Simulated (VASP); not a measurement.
# AlN (F-43m) in VASP: further runs

AlN is run at these levels: LDA; tasks: relaxation of cell and atoms.

Program: VASP 6.6.1. These are calculated values, not measurements. Logs are shortened: lines on timing, memory, paths and dates and some standing lists are left out, and cuts for length are marked.

## Step 1: The cell of the first run

It takes space group F-43m (No. 216, cubic). The conventional cell has a = 4.342 Å, b = 4.342 Å, c = 4.342 Å, α = 90.00°, β = 90.00°, γ = 90.00°. Al (site symmetry -43m) has 4 N at 1.88 Å within 2.5 Å. N (site symmetry -43m) has 4 Al at 1.88 Å within 2.5 Å.

## Step 2: Relaxation of cell and atoms, LDA, target pressure 7 GPa, at which the enthalpy is minimised

Input file INCAR:

```
SYSTEM = AlN
PREC     = Accurate       ! precision mode
ENCUT    = 600            ! plane-wave cutoff, eV
EDIFF    = 1E-6           ! SCF threshold, eV
ISMEAR   = 0              ! smearing method
SIGMA    = 0.01           ! smearing width, eV
LREAL    = .FALSE.        ! projectors in reciprocal space
LASPH    = .TRUE.         ! aspherical terms in the spheres
NELM     = 60             ! most SCF steps
ALGO     = Normal         ! electronic algorithm
ISIF     = 3              ! what is computed and relaxed
LWAVE    = .FALSE.        ! write WAVECAR
LCHARG   = .FALSE.        ! write CHGCAR
IBRION   = 2              ! ionic algorithm
NSW      = 100            ! ionic steps
EDIFFG   = -0.002         ! ionic threshold
PSTRESS  = 70.0
```

Input file KPOINTS:

```
Automatic mesh
0
G
  10 10 10
  0 0 0
```

Input file POSCAR:

```
AlN
1.0
    0.0000000000      2.1711476922      2.1711476922
    2.1711476922      0.0000000000      2.1711476922
    2.1711476922      2.1711476922      0.0000000000
Al N
1 1
Direct
    0.0000000000      0.0000000000      0.0000000000
    0.2500000000      0.2500000000      0.2500000000
```

Potentials or basis: VASP PAW LDA potentials, release 64 (Al, N).

Started as:

```sh
cat potpaw_LDA.64/Al/POTCAR potpaw_LDA.64/N/POTCAR > POTCAR
mpirun -np 1 vasp_std > vasp.out
```

OUTCAR:

```text
SYSTEM = AlN
   PREC = Accurate
   ENCUT = 600
   EDIFF = 1E-6
   ISMEAR = 0
   LREAL = .FALSE.
   LASPH = .TRUE.
   NELM = 60
   ISIF = 3
   IBRION = 2
   NSW = 100
   EDIFFG = -0.002
   PSTRESS = 70.0

 ion  position               nearest neighbor table
   1  0.000  0.000  0.000-   2 1.88   2 1.88   2 1.88   2 1.88
   2  0.250  0.250  0.250-   1 1.88   1 1.88   1 1.88   1 1.88

  LATTYP: Found a face centered cubic cell.
 ALAT       =     4.3422953844

  Lattice vectors:

 A1 = (   0.0000000000,   2.1711476922,   2.1711476922)
 A2 = (   2.1711476922,   0.0000000000,   2.1711476922)
 A3 = (   2.1711476922,   2.1711476922,   0.0000000000)

Analysis of symmetry for initial positions (statically):
=====================================================================
 Subroutine PRICEL returns:
 Original cell was already a primitive cell.

 Routine SETGRP: Setting up the symmetry group for a
 face centered cubic supercell.

 Subroutine GETGRP returns: Found 24 space group operations
 (whereof 24 operations were pure point group operations)
 out of a pool of 48 trial point group operations.

The static configuration has the point symmetry T_d .

Analysis of symmetry for dynamics (positions and initial velocities):
=====================================================================
 Subroutine PRICEL returns:
 Original cell was already a primitive cell.

 Routine SETGRP: Setting up the symmetry group for a
 face centered cubic supercell.

 Subroutine GETGRP returns: Found 24 space group operations
 (whereof 24 operations were pure point group operations)
 out of a pool of 48 trial point group operations.

The dynamic configuration has the point symmetry T_d .

 Subroutine INISYM returns: Found 24 space group operations
 (whereof 24 operations are pure point group operations),
 and found     1 'primitive' translations

----------------------------------------------------------------------------------------

                                     Primitive cell

  volume of cell :      20.4691

  direct lattice vectors                    reciprocal lattice vectors
     0.000000000  2.171147692  2.171147692    -0.230292947  0.230292947  0.230292947
     2.171147692  0.000000000  2.171147692     0.230292947 -0.230292947  0.230292947
     2.171147692  2.171147692  0.000000000     0.230292947  0.230292947 -0.230292947

  length of vectors
     3.070466512  3.070466512  3.070466512     0.398879085  0.398879085  0.398879085

  position of ions in fractional coordinates (direct lattice)
     0.000000000  0.000000000  0.000000000
     0.250000000  0.250000000  0.250000000

  ion indices of the primitive-cell ions
   primitive index   ion index
                 1           1
                 2           2

----------------------------------------------------------------------------------------

 KPOINTS: Automatic mesh

Automatic generation of k-mesh.
 Grid dimensions read from file:
 generate k-points for:   10   10   10

 Generating k-lattice:

  Cartesian coordinates                     Fractional coordinates (reciprocal lattice)
    -0.023029295  0.023029295  0.023029295     0.100000000  0.000000000  0.000000000
     0.023029295 -0.023029295  0.023029295     0.000000000  0.100000000  0.000000000
     0.023029295  0.023029295 -0.023029295     0.000000000  0.000000000  0.100000000

  Length of vectors
     0.039887908  0.039887908  0.039887908

  Shift w.r.t. Gamma in fractional coordinates (k-lattice)
     0.000000000  0.000000000  0.000000000

 Subroutine IBZKPT returns following result:
 ===========================================

 Found     47 irreducible k-points:

 Following reciprocal coordinates:
            Coordinates               Weight
  0.000000  0.000000  0.000000      1.000000
  0.100000  0.000000  0.000000      8.000000
  0.200000  0.000000  0.000000      8.000000
  0.300000  0.000000  0.000000      8.000000
  0.400000  0.000000  0.000000      8.000000
  0.500000  0.000000  0.000000      4.000000
[... 16 lines left out ...]
  0.300000  0.300000  0.000000      6.000000
  0.400000  0.300000  0.000000     24.000000
 [... further k-points ...]
   k-points           NKPTS =     47   k-points in BZ     NKDIM =     47   number of bands    NBANDS=      8
   number of dos      NEDOS =    301   number of ions     NIONS =      2
   total plane-waves  NPLWV =  21952
   dimension x,y,z NGX =    28 NGY =   28 NGZ =   28
   dimension x,y,z NGXF=    56 NGYF=   56 NGZF=   56
   ions per type =               1   1
   NGX,Y,Z   is equivalent  to a cutoff of  15.16, 15.16, 15.16 a.u.
   NGXF,Y,Z  is equivalent  to a cutoff of  30.32, 30.32, 30.32 a.u.
 SYSTEM =  AlN
   PREC   = accura    normal or accurate (medium, high low for compatibility)
   ISTART =      0    job   : 0-new  1-cont  2-samecut
   ICHARG =      2    charge: 1-file 2-atom 10-const
   ISPIN  =      1    spin polarized calculation?
   LNONCOLLINEAR =      F non collinear calculations
   LSORBIT =      F    spin-orbit coupling
   LASPH  =      T    aspherical Exc in radial PAW
   ENCUT  =  600.0 eV  44.10 Ry    6.64 a.u.   6.13  6.13  6.13*2*pi/ulx,y,z
   NELM   =     60;   NELMIN=  2; NELMDL= -5     # of ELM steps
   EDIFF  = 0.1E-05   stopping-criterion for ELM
   LREAL  =      F    real-space projection
   EDIFFG = -.2E-02   stopping-criterion for IOM
   NSW    =    100    number of steps for IOM
   IBRION =      2    ionic relax: 0-MD 1-quasi-New 2-CG
   NFREE  =      1    steps in history (QN), initial steepest desc. (CG)
   ISIF   =      3    stress and relaxation
   ISYM   =      2    0-nonsym 1-usesym 2-fastsym
   POTIM  = 0.5000    time-step for ionic-motion
   TEBEG  =    0.0;   TEEND  =   0.0 temperature during run
   PSTRESS=   70.0 pullay stress
   NELECT =       8.0000    total number of electrons
   NUPDOWN=      -1.0000    fix difference up-down
   EMIN   =  10.00;   EMAX   =-10.00  energy-range for DOS
   EFERMI =   0.00;   METHOD = LEGACY
   ISMEAR =     0;   SIGMA  =   0.01  broadening in eV -4-tet -1-fermi 0-gaus
   EFERMI_NEDOS =   21; number of points for ismear=-14 and -15
   IALGO  =     38    algorithm
   IMIX   =      4    mixing-type and parameters
     AMIX     =   0.40;   BMIX     =  1.00
     AMIX_MAG =   1.60;   BMIX_MAG =  1.00
  volume/ion in A,a.u.               =      10.23        69.07
  Fermi-wavevector in a.u.,A,eV,Ry     =   1.196939  2.261887 19.492573  1.432664
  Thomas-Fermi vector in A             =   2.332867
   LORBIT       =      0    0 simple, 1 ext, 2 COOP (PROOUT), +10 PAW based schemes
   GGA     = CA    functional components
   LHFCALC =     F    Hartree Fock is set to
   AEXX    =    0.0000 exact exchange contribution
   IVDW    =     0    specifies the selected vdW correction
   LEPSILON=     F    determine dielectric tensor
   LRPA    =     F    only Hartree local field effects (RPA)
 conjugate gradient relaxation of ions
 non-spin polarized calculation
 Gauss-broadening in eV      SIGMA  =   0.01
  energy-cutoff  :      600.00
  volume of cell :       20.47
 maximum number of plane-waves:       701
 NGX is ok and might be reduce to    28
   NGX = 13   NGY = 13   NGZ = 13

--------------------------------------- Ionic step        1  -------------------------------------------

 number of electron       8.0000000 magnetization

 Free energy of the ion-electron system (eV)
  ---------------------------------------------------
  ext. energy  EPLUGINS =         0.00000000
  ---------------------------------------------------
  free energy    TOTEN  =       -16.37603175 eV

  energy without entropy =      -16.37603175  energy(sigma->0) =      -16.37603175

------------------------ aborting loop because EDIFF is reached ----------------------------------------

  FORCE on cell =-STRESS in cart. coord.  units (eV):
  Direction    XX          YY          ZZ          XY          YZ          ZX
  --------------------------------------------------------------------------------------
  -------------------------------------------------------------------------------------
  Total        0.0716459      0.0716459      0.0716459      0.0000000     -0.0000000      0.0000000
  in kB        5.6079447      5.6079447      5.6079447      0.0000000     -0.0000000      0.0000000
  external PRESSURE =     -64.3920553 kB  Pullay stress =      70.0000000 kB
[... 175 lines left out ...]
  enthalpy is  TOTEN    =       -15.4936292084 eV   P V=        0.8693775783

--------------------------------------- Ionic step        6  -------------------------------------------

 number of electron       8.0000000 magnetization

 Free energy of the ion-electron system (eV)
  ---------------------------------------------------
  ext. energy  EPLUGINS =         0.00000000
  ---------------------------------------------------
  free energy    TOTEN  =       -16.36268481 eV

  energy without entropy =      -16.36268481  energy(sigma->0) =      -16.36268481

 E-fermi :   6.2087     XC(G=0): -11.4697

 val. band max:        6.1544169866   @ k =   0.0000   0.0000   0.0000
 cond. band min:       9.3969460473   @ k =   0.5000   0.5000   0.0000
 fundamental gap:      3.2425290608
 Fermi energy:         6.2086643589

 k-point     1 :       0.0000    0.0000    0.0000
  band No.  band energies     occupation
      1      -8.9442      2.00000
      2       6.1544      2.00000
      3       6.1544      2.00000
      4       6.1544      2.00000
      5      10.8088      0.00000
      6      18.9488      0.00000
      7      18.9488      0.00000
      8      18.9488      0.00000
[... 243 lines left out ...]
 k-point    24 :       0.4000    0.3000    0.0000
  band No.  band energies     occupation
      1      -6.7462      2.00000
      2       1.8932      2.00000
      3       4.3820      2.00000
      4       4.6972      2.00000
      5      11.0778      0.00000
      6      15.7956      0.00000
      7      18.8205      0.00000
      8      21.0306      0.00000

 [... further k-points ...]

------------------------ aborting loop because EDIFF is reached ----------------------------------------

  FORCE on cell =-STRESS in cart. coord.  units (eV):
  Direction    XX          YY          ZZ          XY          YZ          ZX
  --------------------------------------------------------------------------------------
  -------------------------------------------------------------------------------------
  Total        0.8688391      0.8688391      0.8688391      0.0000000      0.0000000      0.0000000
  in kB       69.9827175     69.9827175     69.9827175      0.0000000      0.0000000      0.0000000
  external PRESSURE =      -0.0172825 kB  Pullay stress =      70.0000000 kB
[... 17 lines left out ...]
  FREE ENERGIE OF THE ION-ELECTRON SYSTEM (eV)
  ---------------------------------------------------
  free  energy   TOTEN  =       -16.3626848075 eV

  energy  without entropy=      -16.3626848075  energy(sigma->0) =      -16.36268481

  enthalpy is  TOTEN    =       -15.4936311514 eV   P V=        0.8690536561

 reached required accuracy - stopping structural energy minimisation
```

Run time: 63 s. Hardware: 1 thread of AMD EPYC 7R13, shared host; peak memory 0.11 GiB.

What came out:

```yaml
Free_energy: -16.3627 eV
Relaxed_volume: 9.95 Å³/atom
Relaxed_cell: a = 3.041 Å, b = 3.041 Å, c = 3.041 Å, α = 60.00°, β = 60.00°, γ = 60.00°
Space_group_after_relaxing_to_0.05_Å: F-43m (No. 216)
Energy_change_on_relaxing_the_enthalpy_is_what_falls: +6.7 meV/atom
Ionic_steps: 6
Pressure_after_relaxing: 7.0 GPa
Band_gap_on_the_k_mesh: 3.24 eV, indirect (least direct gap 4.65 eV)
```

The path:
| step | energy change (eV) | largest force (eV/Å) | pressure (GPa) | volume (Å³) |
| --- | --- | --- | --- | --- |
| 1 | 0.0000 | 0.0000 | 0.56 | 20.47 |
| 2 | 0.0552 | 0.0000 | 14.97 | 19.27 |
| 3 | 0.0132 | 0.0000 | 6.95 | 19.89 |
| 4 | 0.0137 | 0.0000 | 7.10 | 19.88 |
| 5 | 0.0130 | 0.0000 | 6.91 | 19.90 |
| 6 | 0.0133 | 0.0000 | 7.00 | 19.89 |

Final structure:
```
Al N
1.0
     0.00000    2.15052    2.15052
     2.15052    0.00000    2.15052
     2.15052    2.15052    0.00000
Al N
1 1
Direct
  0.00000 0.00000 0.00000
  0.25000 0.25000 0.25000
```

Levels at points of the mesh, in eV from the valence-band top:
```csv
k point,band 1,band 2,band 3,band 4,band 5,band 6,band 7,band 8
"(0.00, 0.00, 0.00)",-15.10,0.00,0.00,0.00,4.65,12.79,12.79,12.79
"(0.50, 0.00, 0.00)",-12.84,-6.11,-0.49,-0.49,7.69,10.08,11.25,11.25
"(0.50, 0.50, 0.00)",-12.13,-5.10,-1.84,-1.84,3.24,8.69,14.39,16.06
```

Caveat: the cell is relaxed towards a set pressure, so the enthalpy falls and the energy may rise. LDA gaps usually lie below the measured ones, often by a third to a half.

## Step 3: Relaxation of cell and atoms, LDA, target pressure 10 GPa, at which the enthalpy is minimised

Input file INCAR:

```
PREC     = Accurate       # precision mode
ENCUT    = 600            # plane-wave cutoff, eV
EDIFF    = 1E-6           # SCF threshold, eV
ISMEAR   = 0              # smearing method
SIGMA    = 0.01           # smearing width, eV
LREAL    = False          # projectors in reciprocal space
LASPH    = True           # aspherical terms in the spheres
NELM     = 80             # most SCF steps
ALGO     = Normal         # electronic algorithm
ISIF     = 3              # what is computed and relaxed
LWAVE    = False          # write WAVECAR
LCHARG   = False          # write CHGCAR
GGA      = CA             # functional
IBRION   = 2              # ionic algorithm
NSW      = 100            # ionic steps
EDIFFG   = -0.002         # ionic threshold
PSTRESS  = 100.0
```

Input file KPOINTS:

```
regular mesh
0
Gamma
  10 10 10
```

POSCAR is that of step 2.

Potentials or basis: VASP PAW LDA potentials, release 64 (Al, N).

Started as:

```sh
cat potpaw_LDA.64/Al/POTCAR potpaw_LDA.64/N/POTCAR > POTCAR
mpirun -np 1 vasp_std > vasp.out
```

Run time: 57 s. Hardware: 1 thread of AMD EPYC 7R13, shared host; peak memory 0.11 GiB.

It converged, with:

- Free energy: -16.3498 eV
- Relaxed volume: 9.82 Å³/atom
- Relaxed cell: a = 3.029 Å, b = 3.029 Å, c = 3.029 Å, α = 60.00°, β = 60.00°, γ = 60.00°
- Space group after relaxing (to 0.05 Å): F-43m (No. 216)
- Energy change on relaxing (the enthalpy is what falls): +13.1 meV/atom
- Ionic steps: 6
- Pressure after relaxing: 10.0 GPa
- Band gap on the k mesh: 3.25 eV, indirect (least direct gap 4.77 eV)

The path:
| step | energy change (eV) | largest force (eV/Å) | pressure (GPa) | volume (Å³) |
| --- | --- | --- | --- | --- |
| 1 | 0.0000 | 0.0000 | 0.56 | 20.47 |
| 2 | 0.1188 | 0.0000 | 23.00 | 18.73 |
| 3 | 0.0258 | 0.0000 | 9.89 | 19.65 |
| 4 | 0.0268 | 0.0000 | 10.11 | 19.64 |
| 5 | 0.0257 | 0.0000 | 9.90 | 19.66 |
| 6 | 0.0262 | 0.0000 | 10.00 | 19.65 |

Final structure:
```xyz
2
Lattice="0.0000 2.1417 2.1417 2.1417 0.0000 2.1417 2.1417 2.1417 0.0000" Properties=species:S:1:pos:R:3 pbc="T T T"
Al    0.0000    0.0000    0.0000
N     1.0709    1.0709    1.0709
```

Levels at points of the mesh, in eV from the valence-band top:
```csv
k point,band 2,band 3,band 4,band 5,band 6,band 7
"(0.00, 0.00, 0.00)",0.00,0.00,0.00,4.77,12.92,12.92
"(0.50, 0.00, 0.00)",-6.16,-0.49,-0.49,7.81,10.17,11.33
"(0.50, 0.50, 0.00)",-5.14,-1.85,-1.85,3.25,8.76,14.56
```

Caveat: the cell is relaxed towards a set pressure, so the enthalpy falls and the energy may rise.

(Part 1 of 2 ends here.)
